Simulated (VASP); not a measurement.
# Al2BAs2 (P4/mmm) in VASP: further runs

Al2BAs2 is run at these levels: PBE; tasks: single point, relaxation of cell and atoms.

Everything below comes from runs of VASP 6.6.1. Logs are shortened: lines on timing, memory, paths and dates and some standing lists are left out, and cuts for length are marked.

**1. The cell of the first run**

Symmetry: P4/mmm, No. 123, tetragonal system. Conventional cell: a = 2.715 Å, b = 2.715 Å, c = 12.452 Å, α = 90.00°, β = 90.00°, γ = 90.00°. Within 2.8 Å of Al (site symmetry 4mm) lie 1 B at 2.10 Å and 1 As at 2.63 Å and 4 Al at 2.71 Å. B (site symmetry 4/mmm) has 2 Al at 2.10 Å and 4 B at 2.71 Å within 2.8 Å. As (site symmetry 4mm) has 1 Al at 2.63 Å and 5 As at 2.71 to 2.99 Å within 3.5 Å.

The cell was generated, and may not be a known phase.

**2. Single point, PBE**

INCAR reads:

```
SYSTEM = Al2BAs2
  PREC = Accurate
  ENCUT = 520
  EDIFF = 1E-6
  ISMEAR = 0
  SIGMA = 0.1
  LREAL = .False.
  LASPH = .True.
  NELM = 80
  ALGO = Normal
  ISIF = 2
  LWAVE = .False.
  LCHARG = .False.
  GGA = PE
  NBANDS = 18
```

KPOINTS reads:

```
Automatic mesh
0
Gamma
  6 6 2
  0 0 0
```

POSCAR reads:

```
Al2BAs2
1.0
    2.7145132415      0.0000000000      0.0000000000
    0.0000000000      2.7145132415      0.0000000000
    0.0000000000      0.0000000000     12.4522234442
Al B As
2 1 2
Direct
    0.0000000000      0.0000000000      0.3313785823
    0.0000000000      0.0000000000      0.6686214177
    0.0000000000      0.0000000000      0.5000000000
    0.0000000000      0.0000000000      0.1198888357
    0.0000000000      0.0000000000      0.8801111643
```

Potentials or basis: VASP PAW PBE potentials, release 64 (Al, B, As).

Started as:

```bash
$ cat potpaw_PBE.64/Al/POTCAR potpaw_PBE.64/B/POTCAR potpaw_PBE.64/As/POTCAR > POTCAR
$ mpirun -np 1 vasp_std > vasp.out
```

OUTCAR:

```text
SYSTEM = Al2BAs2
   PREC = Accurate
   ENCUT = 520
   EDIFF = 1E-6
   ISMEAR = 0
   LREAL = .False.
   LASPH = .True.
   NELM = 80
   ISIF = 2
   GGA = PE

 ion  position               nearest neighbor table
   1  0.000  0.000  0.331-   3 2.10   4 2.63
   2  0.000  0.000  0.669-   3 2.10   5 2.63
   3  0.000  0.000  0.500-   1 2.10   2 2.10
   4  0.000  0.000  0.120-   1 2.63
   5  0.000  0.000  0.880-   2 2.63

  LATTYP: Found a simple tetragonal cell.
 ALAT       =     2.7145132415
 C/A-ratio  =     4.5872767367

  Lattice vectors:

 A1 = (   2.7145132415,   0.0000000000,   0.0000000000)
 A2 = (   0.0000000000,   2.7145132415,   0.0000000000)
 A3 = (   0.0000000000,   0.0000000000,  12.4522234442)

Analysis of symmetry for initial positions (statically):
=====================================================================
 Subroutine PRICEL returns:
 Original cell was already a primitive cell.

 Routine SETGRP: Setting up the symmetry group for a
 simple tetragonal supercell.

 Subroutine GETGRP returns: Found 16 space group operations
 (whereof 16 operations were pure point group operations)
 out of a pool of 16 trial point group operations.

The static configuration has the point symmetry D_4h.

Analysis of symmetry for dynamics (positions and initial velocities):
=====================================================================
 Subroutine PRICEL returns:
 Original cell was already a primitive cell.

 Routine SETGRP: Setting up the symmetry group for a
 simple tetragonal supercell.

 Subroutine GETGRP returns: Found 16 space group operations
 (whereof 16 operations were pure point group operations)
 out of a pool of 16 trial point group operations.

The dynamic configuration has the point symmetry D_4h.

 Subroutine INISYM returns: Found 16 space group operations
 (whereof 16 operations are pure point group operations),
 and found     1 'primitive' translations

----------------------------------------------------------------------------------------

                                     Primitive cell

  volume of cell :      91.7552

  direct lattice vectors                    reciprocal lattice vectors
     2.714513242  0.000000000  0.000000000     0.368390172  0.000000000  0.000000000
     0.000000000  2.714513242  0.000000000     0.000000000  0.368390172  0.000000000
     0.000000000  0.000000000 12.452223444     0.000000000  0.000000000  0.080306943

  length of vectors
     2.714513242  2.714513242 12.452223444     0.368390172  0.368390172  0.080306943

  position of ions in fractional coordinates (direct lattice)
     0.000000000  0.000000000  0.331378582
     0.000000000  0.000000000  0.668621418
     0.000000000  0.000000000  0.500000000
     0.000000000  0.000000000  0.119888836
     0.000000000  0.000000000  0.880111164

  ion indices of the primitive-cell ions
   primitive index   ion index
                 1           1
                 2           2
                 3           3
                 4           4
                 5           5

----------------------------------------------------------------------------------------

 KPOINTS: Automatic mesh

Automatic generation of k-mesh.
 Grid dimensions read from file:
 generate k-points for:    6    6    2

 Generating k-lattice:

  Cartesian coordinates                     Fractional coordinates (reciprocal lattice)
     0.061398362  0.000000000  0.000000000     0.166666667  0.000000000  0.000000000
     0.000000000  0.061398362  0.000000000     0.000000000  0.166666667  0.000000000
     0.000000000  0.000000000  0.040153472     0.000000000  0.000000000  0.500000000

  Length of vectors
     0.061398362  0.061398362  0.040153472

  Shift w.r.t. Gamma in fractional coordinates (k-lattice)
     0.000000000  0.000000000  0.000000000

 Subroutine IBZKPT returns following result:
 ===========================================

 Found     20 irreducible k-points:

 Following reciprocal coordinates:
            Coordinates               Weight
  0.000000  0.000000  0.000000      1.000000
[... 52 lines left out ...]
      1      -5.1339      2.00000
      2      -4.3018      2.00000
      3      -0.6816      2.00000
      4      -0.5291      2.00000
      5       0.1742      2.00000
      6       1.6362      2.00000
[... 10 lines left out ...]
     17      10.0807      0.00000
     18      10.3714      0.00000

 k-point     8 :       0.3333    0.3333    0.0000
  band No.  band energies     occupation
      1      -4.9712      2.00000
      2      -4.1492      2.00000
      3      -0.8057      2.00000
      4       1.3117      2.00000
      5       2.1452      2.00000
      6       2.8063      2.00000
[... 10 lines left out ...]
     17      10.5472      0.00000
     18      11.7545      0.00000
[... 145 lines left out ...]
     17      11.5608      0.00000
     18      12.7648      0.00000

 k-point    16 :       0.3333    0.1667    0.5000
  band No.  band energies     occupation
      1      -6.3889      2.00000
      2      -5.5763      2.00000
      3      -2.1201      2.00000
      4      -0.5486      2.00000
      5       1.8432      2.00000
      6       1.8648      2.00000
[... 10 lines left out ...]
     17      10.9378      0.00000
     18      12.1238      0.00000

 k-point    17 :       0.5000    0.1667    0.5000
  band No.  band energies     occupation
      1      -5.1333      2.00000
      2      -4.3035      2.00000
      3      -0.6415      2.00000
      4      -0.5211      2.00000
      5       0.1479      2.00000
      6       1.1873      2.00000
[... 10 lines left out ...]
     17       9.7221      0.00000
     18      12.4626      0.00000

 k-point    18 :       0.3333    0.3333    0.5000
  band No.  band energies     occupation
      1      -4.9704      2.00000
      2      -4.1516      2.00000
      3      -0.7595      2.00000
      4       0.9537      2.00000
      5       2.8112      2.00000
      6       3.2548      2.00000
[... 10 lines left out ...]
     17      10.5027      0.00000
     18      11.2864      0.00000

 k-point    19 :       0.5000    0.3333    0.5000
  band No.  band energies     occupation
      1      -3.6847      2.00000
      2      -2.8431      2.00000
      3       0.6709      2.00000
      4       0.7188      2.00000
      5       1.3753      2.00000
      6       2.6283      2.00000
[... 10 lines left out ...]
     17      10.1224      0.00000
     18      10.4632      0.00000

 k-point    20 :       0.5000    0.5000    0.5000
  band No.  band energies     occupation
      1      -2.3111      2.00000
      2      -1.4269      2.00000
      3       1.6554      2.00000
      4       1.6554      2.00000
      5       2.1241      2.00000
      6       2.2971      2.00000
[... 10 lines left out ...]
     17       7.9292      0.00000
     18       7.9896      0.00000

------------------------ aborting loop because EDIFF is reached ----------------------------------------

  FORCE on cell =-STRESS in cart. coord.  units (eV):
  Direction    XX          YY          ZZ          XY          YZ          ZX
  --------------------------------------------------------------------------------------
  -------------------------------------------------------------------------------------
  Total        0.0182980      0.0182980      0.1751497      0.0000000      0.0000000      0.0000000
  in kB        0.3195100      0.3195100      3.0583637      0.0000000      0.0000000      0.0000000
  external PRESSURE =       1.2324612 kB  Pullay stress =       0.0000000 kB

 VOLUME and BASIS-vectors are now :
 -----------------------------------------------------------------------------
  energy-cutoff  :      520.00
  volume of cell :       91.76
      direct lattice vectors                 reciprocal lattice vectors
     2.714513242  0.000000000  0.000000000     0.368390172  0.000000000  0.000000000
     0.000000000  2.714513242  0.000000000     0.000000000  0.368390172  0.000000000
     0.000000000  0.000000000 12.452223444     0.000000000  0.000000000  0.080306943

 POSITION                                       TOTAL-FORCE (eV/Angst)
 -----------------------------------------------------------------------------------
      0.00000      0.00000      4.12640        -0.000000      0.000000     -0.023284
      0.00000      0.00000      8.32582        -0.000000     -0.000000      0.023284
      0.00000      0.00000      6.22611        -0.000000     -0.000000      0.000000
      0.00000      0.00000      1.49288        -0.000000      0.000000     -0.004112
      0.00000      0.00000     10.95934         0.000000     -0.000000      0.004112
 -----------------------------------------------------------------------------------
    total drift:                                0.000000     -0.000000      0.000000

  FREE ENERGIE OF THE ION-ELECTRON SYSTEM (eV)
  ---------------------------------------------------
  free  energy   TOTEN  =       -20.3367590833 eV

  energy  without entropy=      -20.3244601721  energy(sigma->0) =      -20.33060963
```

Run time: 17 s. Hardware: 1 thread of Intel Xeon Platinum 8488C (Sapphire Rapids), shared host; peak memory 0.19 GiB.

What came out:

| Quantity | Value |
| --- | --- |
| Free energy | -20.3368 eV |
| Pressure | 0.1 GPa |
| Largest force | 0.023 eV/Å |
| Band gap on the k mesh | zero (an odd number of electrons rules out a gap without spin polarisation) |

Forces in eV/Å, atoms in the order of the input:
```
Al   0.000  0.000 -0.023
Al   0.000  0.000  0.023
B    0.000  0.000  0.000
As   0.000  0.000 -0.004
As   0.000  0.000  0.004
```

Stress tensor (GPa, compression positive):
```
0.03 0.00 0.00
0.00 0.03 0.00
0.00 0.00 0.31
```

Caveat: the k points lie up to 0.39 Å⁻¹ apart, too coarse for converged energies and pressures of a metal; an odd number of electrons without spin polarisation forces a metal; a magnetic or distorted state may lie lower.

**3. Single point, PBE**

This run uses another cell than the first one, of 20.13 Å³/atom.

INCAR, as its differences from that of step 2:

```diff
@@ -8,3 +8,3 @@
   LASPH = .True.
-  NELM = 80
+  NELM = 60
   ALGO = Normal
```

KPOINTS is that of step 2.

POSCAR reads:

```
Al2BAs2
1.0
    3.6400881600      0.0000000000      0.0000000000
    0.0000000000      3.6400881600      0.0000000000
    0.0000000000      0.0000000000      7.5970300700
Al B As
2 1 2
Direct
    0.0000000000      0.0000000000      0.3165290300
    0.0000000000      0.0000000000      0.6834709700
    0.0000000000      0.0000000000      0.5000000000
    0.0000000000      0.0000000000      0.1300181900
    0.0000000000      0.0000000000      0.8699818100
```

Potentials or basis: VASP PAW PBE potentials, release 64 (Al, B, As).

Started as:

```bash
$ cat potpaw_PBE.64/Al/POTCAR potpaw_PBE.64/B/POTCAR potpaw_PBE.64/As/POTCAR > POTCAR
$ mpirun -np 1 vasp_std > vasp.out
```

Wall time 33 s (1 thread of Intel Xeon Platinum 8488C (Sapphire Rapids), shared host); peak memory 0.21 GiB.

Results (log left out):

```
Free energy            : 28.5471 eV
Pressure               : 143.9 GPa
Largest force          : 52.441 eV/Å
Band gap on the k mesh : zero (an odd number of electrons rules out a gap without spin polarisation)
```

Forces in eV/Å, atoms in the order of the input:
```
Al    0.000   0.000  32.980
Al    0.000   0.000 -32.980
B     0.000   0.000   0.000
As    0.000   0.000 -52.441
As    0.000   0.000  52.441
```

Stress tensor (GPa, compression positive):
```
  0.27   0.00   0.00
  0.00   0.27   0.00
  0.00   0.00 431.12
```

Levels at points of the mesh, in eV from the Fermi level:
```
           k point  band 7  band 8  band 9  band 10  band 11  band 12
(0.00, 0.00, 0.00)   -1.86    0.29    0.29     0.51     0.51     4.02
(0.50, 0.00, 0.00)   -1.90   -1.71   -1.35     0.67     0.77     5.22
(0.50, 0.50, 0.00)   -2.10   -2.10   -1.35    -1.35    -0.92     3.18
(0.00, 0.00, 0.50)   -0.45   -0.45   -0.18     1.40     1.40     4.03
(0.50, 0.00, 0.50)   -1.63   -0.64   -0.06     0.07     1.63     2.75
(0.50, 0.50, 0.50)   -2.86   -2.86   -0.22    -0.22     0.30     3.62
```

Caveat: the k points lie up to 0.41 Å⁻¹ apart, too coarse for converged energies and pressures of a metal; atoms lie so close that the PAW spheres overlap strongly, which falsifies energies and pressures; an odd number of electrons without spin polarisation forces a metal; a magnetic or distorted state may lie lower.

**4. Single point, PBE**

This run uses another cell than the first one, of 18.07 Å³/atom.

INCAR reads:

```
PREC = Accurate
ENCUT = 520
EDIFF = 1E-7
ISMEAR = 0
SIGMA = 0.1
LREAL = F
LASPH = T
NELM = 80
ALGO = Normal
ISIF = 2
LWAVE = F
LCHARG = F
GGA = PE
NBANDS = 18
```

KPOINTS reads:

```
regular mesh
0
Gamma
  14 14 4
```

POSCAR reads:

```
Al2BAs2
1.0
    2.7006656156      0.0000000000      0.0000000000
    0.0000000000      2.7006656156      0.0000000000
    0.0000000000      0.0000000000     12.3907196973
Al B As
2 1 2
Direct
    0.0000000000      0.0000000000      0.3288389745
    0.0000000000      0.0000000000      0.6711610255
    0.0000000000      0.0000000000      0.5000000000
    0.0000000000      0.0000000000      0.1074089125
    0.0000000000      0.0000000000      0.8925910875
```

Started as:

```bash
$ cat potpaw_PBE.64/Al/POTCAR potpaw_PBE.64/B/POTCAR potpaw_PBE.64/As/POTCAR > POTCAR
$ mpirun -np 1 vasp_std > vasp.out
```

Wall time 2.1 min (1 thread of Intel Xeon Platinum 8488C (Sapphire Rapids), shared host); peak memory 0.31 GiB.

It converged, with:

```
Free energy            : -20.2763 eV
Pressure               : 0.1 GPa
Largest force          : 0.020 eV/Å
Band gap on the k mesh : zero (an odd number of electrons rules out a gap without spin polarisation)
```

Forces in eV/Å, atoms in the order of the input:
```
Al   0.000  0.000  0.002
Al   0.000  0.000 -0.002
B    0.000  0.000  0.000
As   0.000  0.000  0.020
As   0.000  0.000 -0.020
```

Stress tensor (GPa, compression positive):
```
0.03 0.00 0.00
0.00 0.03 0.00
0.00 0.00 0.11
```

Levels at points of the mesh, in eV from the Fermi level:
```
           k point  band 8  band 9  band 10  band 11  band 12  band 13
(0.00, 0.00, 0.00)    1.36    4.21     4.48     4.48     5.24     5.24
(0.50, 0.00, 0.00)   -3.85   -2.34    -0.55    -0.46     0.54     4.16
(0.50, 0.50, 0.00)   -1.20   -1.20    -1.00    -0.49     1.13     1.13
(0.00, 0.00, 0.50)   -0.34    4.48     4.48     5.23     5.23     5.68
(0.50, 0.00, 0.50)   -2.73   -2.57    -1.74    -0.25     2.07     3.03
(0.50, 0.50, 0.50)   -1.24   -1.17    -1.17    -0.18     0.97     0.97
```

Caveat: an odd number of electrons without spin polarisation forces a metal; a magnetic or distorted state may lie lower.

**5. Relaxation of cell and atoms, PBE**

INCAR reads:

```
SYSTEM = Al2BAs2
  PREC = Accurate
  ENCUT = 600
  EDIFF = 1E-6
  ISMEAR = 0
  SIGMA = 0.1
  LREAL = .FALSE.
  LASPH = .TRUE.
  NELM = 60
  ALGO = Normal
  ISIF = 3
  LWAVE = .FALSE.
  LCHARG = .FALSE.
  GGA = PE
  IBRION = 2
  NSW = 100
  EDIFFG = -0.01
```

KPOINTS reads:

```
Automatic mesh
0
G
  14 14 4
  0 0 0
```

POSCAR reads:

```
Al2BAs2
1.0
    2.7145132415      0.0000000000      0.0000000000
    0.0000000000      2.7145132415      0.0000000000
    0.0000000000      0.0000000000     12.4522234442
Al B As
2 1 2
Direct
    0.0000000000      0.0000000000      0.3313785823
    0.0000000000      0.0000000000      0.6686214177
    0.0000000000      0.0000000000      0.5000000000
    0.0000000000      0.0000000000      0.1198888357
    0.0000000000      0.0000000000      0.8801111643
```

Started as:

```bash
$ cat potpaw_PBE.64/Al/POTCAR potpaw_PBE.64/B/POTCAR potpaw_PBE.64/As/POTCAR > POTCAR
$ mpirun -np 1 vasp_std > vasp.out
```

It took 12 min on 1 thread of Intel Xeon Platinum 8488C (Sapphire Rapids), shared host; peak memory 0.37 GiB.

It converged, with:

| Quantity | Value |
| --- | --- |
| Free energy | -20.2769 eV |
| Relaxed volume | 18.08 Å³/atom |
| Relaxed cell | a = 2.701 Å, b = 2.701 Å, c = 12.390 Å, α = 90.00°, β = 90.00°, γ = 90.00° |
| Space group after relaxing (to 0.1 Å) | P4/mmm (No. 123) |
| Energy gained by relaxing | 13.8 meV/atom |
| Ionic steps | 19 |
| Pressure after relaxing | 0.0 GPa |
| Largest force after relaxing | 0.005 eV/Å |
| Band gap on the k mesh | zero (an odd number of electrons rules out a gap without spin polarisation) |

Forces on the atoms (eV/Å):
```
Al   0.000  0.000  0.005
Al   0.000  0.000 -0.005
B    0.000  0.000  0.000
As   0.000  0.000 -0.001
As   0.000  0.000  0.001
```

The path:
```csv
step,energy change (eV),largest force (eV/Å),pressure (GPa),volume (Å³)
1,0.0000,0.2795,-0.35,91.76
2,-0.0107,0.2974,-0.06,91.22
3,-0.0328,0.3068,0.98,89.62
4,0.0021,0.2385,3.80,86.47
5,-0.0354,0.2974,1.45,89.01
6,-0.0412,0.2749,1.27,89.11
7,-0.0538,0.1889,0.78,89.43
8,-0.0566,0.3113,0.05,90.08
9,-0.0590,0.2503,0.30,89.82
10,-0.0619,0.2144,0.17,89.98
11,-0.0670,0.1102,-0.20,90.47
12,-0.0628,0.0777,-0.81,91.44
13,-0.0678,0.0602,-0.38,90.74
14,-0.0688,0.0388,-0.03,90.43
15,-0.0688,0.0366,0.01,90.39
16,-0.0689,0.0307,0.01,90.39
17,-0.0691,0.0114,0.02,90.39
18,-0.0690,0.0260,0.03,90.38
19,-0.0692,0.0048,0.02,90.39
```

Final structure:
```xyz
5
Lattice="2.7009 0.0000 0.0000 0.0000 2.7009 0.0000 0.0000 0.0000 12.3904" Properties=species:S:1:pos:R:3 pbc="T T T"
Al    0.0000    2.7009    4.0743
Al    0.0000    0.0000    8.3161
B     0.0000    0.0000    6.1952
As    0.0000    2.7009    1.3355
As    0.0000    0.0000   11.0549
```

Levels at points of the mesh, in eV from the Fermi level:
```
           k point  band 8  band 9  band 10  band 11  band 12  band 13
(0.00, 0.00, 0.00)    1.36    4.23     4.50     4.50     5.24     5.24
(0.50, 0.00, 0.00)   -3.84   -2.34    -0.55    -0.47     0.56     4.17
(0.50, 0.50, 0.00)   -1.20   -1.20    -1.00    -0.49     1.13     1.13
(0.00, 0.00, 0.50)   -0.36    4.50     4.50     5.23     5.23     5.67
(0.50, 0.00, 0.50)   -2.72   -2.56    -1.75    -0.25     2.08     3.02
(0.50, 0.50, 0.50)   -1.24   -1.17    -1.17    -0.18     0.97     0.97
```

Caveat: an odd number of electrons without spin polarisation forces a metal; a magnetic or distorted state may lie lower.

**6. Overview**

```csv
task,cell,k mesh,cutoff (eV),gap on the mesh (eV),pressure (GPa),largest force (eV/Å)
single point,"a = 2.715, b = 2.715, c = 12.452 Å, 5 atoms, atomic positions A",6 × 6 × 2,520,none,0.1,0.02
single point,"a = 3.640, b = 3.640, c = 7.597 Å, 5 atoms, atomic positions B",6 × 6 × 2,520,none,143.9,52.44
single point,"a = 2.701, b = 2.701, c = 12.391 Å, 5 atoms, atomic positions C",14 × 14 × 4,520,none,0.1,0.02
relaxation of cell and atoms,"relaxed from a = 2.715, b = 2.715, c = 12.452 Å, 5 atoms, atomic positions A",14 × 14 × 4,600,none,0.0,-
```

Alike in all rows: level PBE; potentials or basis VASP PAW PBE potentials, release 64 (Al, B, As); no spin polarisation; smearing gaussian 0.1 eV.

Caveats: some runs use coarse meshes; an odd number of electrons without spin polarisation forces a metal; a magnetic or distorted state may lie lower; atoms lie so close that the PAW spheres overlap strongly, which falsifies energies and pressures (at least some runs).

Total energies depend on the potentials used, so only differences within one code and one set of settings carry meaning.
